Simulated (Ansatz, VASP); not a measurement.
One calculation of CuO, two programs

Contents of INCAR:

```
ALGO = Normal
EDIFF = 1E-6
ENCUT = 520
GGA = PS
ISIF = 2
ISMEAR = 0
ISPIN = 2
LASPH = T
LCHARG = F
LDAU = T
LDAUJ = 0 0
LDAUL = 2 -1
LDAUPRINT = 1
LDAUTYPE = 2
LDAUU = 7 0
LMAXMIX = 4
LORBIT = 11
LREAL = F
LWAVE = F
MAGMOM = 0.71 0.71 0.71 0.71 0.35 0.35 0.35 0.35
NBANDS = 48
NELM = 150
PREC = Accurate
SIGMA = 0.05
```

File KPOINTS:

```
k-points
0
Gamma
  7 7 4
```

The input POSCAR:

```
CuO
1.0
    4.6836992400      0.0000000000      0.0000000000
    4.6836992400      3.4225994400      0.0000000000
   -0.8500298600      0.0000000000      5.0578691900
Cu O
4 4
Direct
    0.0000000000      0.2500000000      0.0000000000
    0.5000000000      0.7500000000      0.5000000000
    0.0000000000      0.7500000000      0.0000000000
    0.5000000000      0.2500000000      0.5000000000
    0.5816000000      0.9184000000      0.2500000000
    0.4184000000      0.0816000000      0.7500000000
    0.5816000000      0.4184000000      0.2500000000
    0.4184000000      0.5816000000      0.7500000000
```

Input for Ansatz:

```yaml
crystal:
  lattice:
    - [4.68369924, 0.0, 0.0]
    - [4.68369924, 3.42259944, 0.0]
    - [-0.85002986, 0.0, 5.05786919]
  atoms:
    - { symbol: Cu, position: [0.0, 0.25, 0.0], spin: 1.0 }
    - { symbol: Cu, position: [0.5, 0.75, 0.5], spin: 1.0 }
    - { symbol: O, position: [0.5816, 0.9184, 0.25] }
    - { symbol: O, position: [0.4184, 0.0816, 0.75] }
    - { symbol: Cu, position: [0.0, 0.75, 0.0], spin: 1.0 }
    - { symbol: Cu, position: [0.5, 0.25, 0.5], spin: 1.0 }
    - { symbol: O, position: [0.5816, 0.4184, 0.25] }
    - { symbol: O, position: [0.4184, 0.5816, 0.75] }
basis:
  ecutwfc: 420
  ecutrho_ratio: 4
kpoints:
  mp_grid: { grid: [7, 7, 4] }
hamiltonian:
  xc: pbesol
  hubbard:
    sites:
      - { site: 0, l: d, u_eff: 7.0, starting_ns: [{ spin: up, occupation_matrix: s0up }, { spin: down, occupation_matrix: s0down }] }
      - { site: 1, l: d, u_eff: 7.0, starting_ns: [{ spin: up, occupation_matrix: s1up }, { spin: down, occupation_matrix: s1down }] }
      - { site: 4, l: d, u_eff: 7.0, starting_ns: [{ spin: up, occupation_matrix: s4up }, { spin: down, occupation_matrix: s4down }] }
      - { site: 5, l: d, u_eff: 7.0, starting_ns: [{ spin: up, occupation_matrix: s5up }, { spin: down, occupation_matrix: s5down }] }
    occupation_matrices:
      s0up:
        matrix:
          - [0.97, 0.0, 0.0, 0.0, 0.0]
          - [0.0, 0.97, 0.0, 0.0, 0.0]
          - [0.0, 0.0, 0.97, 0.0, 0.0]
          - [0.0, 0.0, 0.0, 0.97, 0.0]
          - [0.0, 0.0, 0.0, 0.0, 0.97]
      s0down:
        matrix:
          - [0.96989, 0.00817, -0.00581, 0.0027, 0.00118]
          - [0.00817, 0.38912, 0.41301, -0.19165, -0.08394]
          - [-0.00581, 0.41301, 0.67635, 0.13626, 0.05968]
          - [0.0027, -0.19165, 0.13626, 0.90677, -0.02769]
          - [0.00118, -0.08394, 0.05968, -0.02769, 0.95787]
      s1up:
        matrix:
          - [0.97, 0.0, 0.0, 0.0, 0.0]
          - [0.0, 0.97, 0.0, 0.0, 0.0]
          - [0.0, 0.0, 0.97, 0.0, 0.0]
          - [0.0, 0.0, 0.0, 0.97, 0.0]
          - [0.0, 0.0, 0.0, 0.0, 0.97]
      s1down:
        matrix:
          - [0.96989, 0.00817, 0.00581, 0.0027, -0.00118]
          - [0.00817, 0.38912, -0.41301, -0.19165, 0.08394]
          - [0.00581, -0.41301, 0.67635, -0.13626, 0.05968]
          - [0.0027, -0.19165, -0.13626, 0.90677, 0.02769]
          - [-0.00118, 0.08394, 0.05968, 0.02769, 0.95787]
      s4up:
        matrix:
          - [0.97, 0.0, 0.0, 0.0, 0.0]
          - [0.0, 0.97, 0.0, 0.0, 0.0]
          - [0.0, 0.0, 0.97, 0.0, 0.0]
          - [0.0, 0.0, 0.0, 0.97, 0.0]
          - [0.0, 0.0, 0.0, 0.0, 0.97]
      s4down:
        matrix:
          - [0.96989, 0.00817, -0.00581, 0.0027, 0.00118]
          - [0.00817, 0.38912, 0.41301, -0.19165, -0.08394]
          - [-0.00581, 0.41301, 0.67635, 0.13626, 0.05968]
          - [0.0027, -0.19165, 0.13626, 0.90677, -0.02769]
          - [0.00118, -0.08394, 0.05968, -0.02769, 0.95787]
      s5up:
        matrix:
          - [0.97, 0.0, 0.0, 0.0, 0.0]
          - [0.0, 0.97, 0.0, 0.0, 0.0]
          - [0.0, 0.0, 0.97, 0.0, 0.0]
          - [0.0, 0.0, 0.0, 0.97, 0.0]
          - [0.0, 0.0, 0.0, 0.0, 0.97]
      s5down:
        matrix:
          - [0.96989, 0.00817, 0.00581, 0.0027, -0.00118]
          - [0.00817, 0.38912, -0.41301, -0.19165, 0.08394]
          - [0.00581, -0.41301, 0.67635, -0.13626, 0.05968]
          - [0.0027, -0.19165, -0.13626, 0.90677, 0.02769]
          - [-0.00118, 0.08394, 0.05968, 0.02769, 0.95787]
    ns_hold: { iters: 10 }
scf:
  occupations: { method: gaussian, width: 0.05 }
  lower_state_search: "off"
  max_iter: 150
output:
  forces: true
  stress: true
  eigenvalues: true
  populations: true
  hubbard:
    sites:
      - { site: 0, l: d }
      - { site: 1, l: d }
      - { site: 4, l: d }
      - { site: 5, l: d }
  write_density: true
  write_potential: true
  elf: true
  volumetric_format: npy
magnetization:
  spin_polarized: true
```

Alike in both runs: task single point; functional PBEsol; k mesh 7 × 7 × 4; occupations gaussian, width 0.05 eV; collinear spin; Hubbard terms Cu d U = 7.0 eV.

|  | VASP | Ansatz |
| --- | --- | --- |
| version | VASP 6.6.1 | Ansatz 0.2.0 |
| potentials or method | VASP PAW PBE potentials, release 64 (Cu, O), cutoff 520 eV | scalar-relativistic, plane waves, PAW |
| valence electrons in the cell | 68 | 100 |

```tsv
	VASP	Ansatz	Ansatz less VASP
gap on the k mesh at the Fermi level (eV)	0.89	0.03	-0.860
least direct gap on the mesh (eV)	0.95	0.11	-0.844
pressure (GPa)	-6.0	1.0	+6.94
rms of the force components (eV/Å)	0.038	0.029	-0.0086
net moment per atom (μB)	0.50	0.50	-0.001
size of the moment on the site where the two differ most (μB)	0.71	0.64	-0.070
```

VASP's potentials were made for PBE, not for PBEsol. Site moments also hang on the region over which each program counts them. The programs project onto different local orbitals, so the same U acts differently, and such runs can settle in different states. VASP's potentials hold 68 valence electrons a cell and Ansatz's 100, so a difference there can come from the potentials and not from the codes.
